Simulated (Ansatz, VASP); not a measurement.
# One calculation of As, two programs

Contents of POSCAR:

```
As
1.0
    0.0000000000      3.0738108384      3.0738108384
    3.0738108384      0.0000000000      3.0738108384
    3.0738108384      3.0738108384      0.0000000000
As
2
Direct
    0.1250000000      0.1250000000      0.1250000000
    0.8750000000      0.8750000000      0.8750000000
```

INCAR.step1

```
SYSTEM = As
ALGO = Normal
EDIFF = 1E-4
ENCUT = 520
GGA = PE
ISMEAR = -1
LASPH = .True.
LCHARG = .False.
LREAL = .False.
LWAVE = .True.
NBANDS = 12
NELM = 60
PREC = Accurate
SIGMA = 0.1
```

INCAR.step2

```
SYSTEM = As
ALGO = Normal
EDIFF = 1E-6
ENCUT = 520
ISIF = 2
ISMEAR = -1
ISTART = 1
LASPH = .True.
LCHARG = .True.
LELF = .True.
LMIXTAU = .True.
LREAL = .False.
LVHAR = .True.
LWAVE = .False.
METAGGA = R2SCAN
NBANDS = 12
NELM = 60
PREC = Accurate
SIGMA = 0.1
```

KPOINTS

```
k-points
0
Gamma
  10 10 10
  0 0 0
```

Input for Ansatz:

```yaml
crystal:
  lattice:
    - [0.0, 3.0738108384, 3.0738108384]
    - [3.0738108384, 0.0, 3.0738108384]
    - [3.0738108384, 3.0738108384, 0.0]
  atoms:
    - { symbol: As, position: [0.125, 0.125, 0.125] }
    - { symbol: As, position: [0.875, 0.875, 0.875] }
hamiltonian:
  xc: r2scan
  pseudopotentials:
    kind: paw
    azcp:
      As: "pseudopotentials/As.paw.azcp"
basis:
  ecutwfc: 500
  fft_grid_basis: typed
kpoints:
  mp_grid: { grid: [10, 10, 10], shift: [0, 0, 0] }
magnetization:
  spin_polarized: false
scf:
  occupations: { method: fermi_dirac, width: 0.1 }
  lower_state_search: "off"
output:
  stress: true
  write_density: true
  write_potential: true
  elf: true
  volumetric_format: npy
```

Alike in both runs: task single point; functional r2SCAN; k mesh 10 × 10 × 10; occupations fermi-dirac, width 0.1 eV; no spin polarisation.

|  | VASP | Ansatz |
| --- | --- | --- |
| version | VASP 6.6.1 | Ansatz 0.2.0 |
| potentials or method | VASP PAW PBE potentials, release 64 (As), cutoff 520 eV | plane waves (500 eV) with PAW, scalar-relativistic |
| valence electrons in the cell | 10 | 30 |

```csv
,VASP,Ansatz,Ansatz less VASP
pressure (GPa),-2.0,-2.0,+0.01
```

VASP's potentials were made for PBE, not for r2SCAN. With one functional, cell and mesh, what is left measures potentials, basis and numerics. VASP's potentials hold 10 valence electrons a cell and Ansatz's 30, so a difference there can come from the potentials and not from the codes.
